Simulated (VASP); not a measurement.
Here is a VASP 6.6.1 calculation.

File INCAR:

```
PREC = Accurate
ENCUT = 520
EDIFF = 1E-6
ISMEAR = 0
SIGMA = 0.05
LREAL = False
LASPH = True
NELM = 60
ALGO = Normal
ISIF = 2
LWAVE = False
LCHARG = False
GGA = PE
NBANDS = 44
```

The input KPOINTS:

```
regular mesh
0
Gamma
  6 6 4
```

POSCAR

```
SiO2
1.0
    4.9820000000      0.0000000000      0.0000000000
    0.0000000000      4.9820000000      0.0000000000
    0.0000000000      0.0000000000      6.9630000000
Si O
4 8
Direct
    0.3039084585      0.3039084585      0.0000000000
    0.1960915415      0.8039084585      0.2500000000
    0.6960915415      0.6960915415      0.5000000000
    0.8039084585      0.1960915415      0.7500000000
    0.2373196366      0.1139462340      0.1837417278
    0.3860537660      0.7373196366      0.4337417278
    0.7626803634      0.8860537660      0.6837417278
    0.6139462340      0.2626803634      0.9337417278
    0.7373196366      0.3860537660      0.5662582722
    0.8860537660      0.7626803634      0.3162582722
    0.2626803634      0.6139462340      0.0662582722
    0.1139462340      0.2373196366      0.8162582722
```

Potentials or basis: VASP PAW PBE potentials, release 64 (Si, O).

The run is started by

```console
$ cat potpaw_PBE.64/Si/POTCAR potpaw_PBE.64/O/POTCAR > POTCAR
$ mpirun -np 1 vasp_std > vasp.out
```

Predict the largest force.

0.025 eV/Å.

Predict the pressure.

1.2 GPa.

What does it give for the band gap on the k mesh?

5.61 eV.

Forces in eV/Å, atoms in the order of the input:
```
Si   0.017  0.017  0.000
Si  -0.017  0.017  0.000
Si  -0.017 -0.017  0.000
Si   0.017 -0.017  0.000
O    0.001  0.000 -0.003
O    0.000  0.001 -0.003
O   -0.001  0.000 -0.003
O    0.000 -0.001 -0.003
O    0.001  0.000  0.003
O    0.000 -0.001  0.003
O   -0.001  0.000  0.003
O    0.000  0.001  0.003
```

A k mesh can miss the band edges.
